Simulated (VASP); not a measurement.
A run of VASP 6.6.1:

Contents of INCAR:

```
ALGO     = Fast           # electronic algorithm
EDIFF    = 1E-7           # SCF threshold, eV
ENCUT    = 520            # plane-wave cutoff, eV
GGA      = PS             # functional
ISIF     = 2              # what is computed and relaxed
ISMEAR   = 0              # smearing method
LASPH    = True           # aspherical terms in the spheres
LCHARG   = False          # write CHGCAR
LREAL    = False          # projectors in reciprocal space
LWAVE    = False          # write WAVECAR
NBANDS   = 10             # bands
NELM     = 100            # most SCF steps
PREC     = Accurate       # precision mode
SIGMA    = 0.15           # smearing width, eV
```

File KPOINTS:

```
k-points
0
Gamma
  18 18 10
```

File POSCAR:

```
Al
1.0
    2.6901000000      0.0000000000      0.0000000000
   -1.3450500000      2.3296949387      0.0000000000
    0.0000000000      0.0000000000      4.5641000000
Al
2
Direct
    0.6666666667      0.3333333333      0.7500000000
    0.3333333333      0.6666666667      0.2500000000
```

Potentials or basis: VASP PAW PBE potentials, release 64 (Al).

The run is started by

```sh
$ cat potpaw_PBE.64/Al/POTCAR > POTCAR
$ mpirun -np 1 vasp_std > vasp.out
```

Hardware: 1 thread of Intel(R) Xeon(R) 6975P-C (Granite Rapids), on a shared host.

Q: Estimate the wall time of this run.

A: Run time: 20 s on 1 thread of Intel(R) Xeon(R) 6975P-C (Granite Rapids), with other jobs on the host, peak memory 0.17 GiB. Counts: scf iterations 14, k points 222.
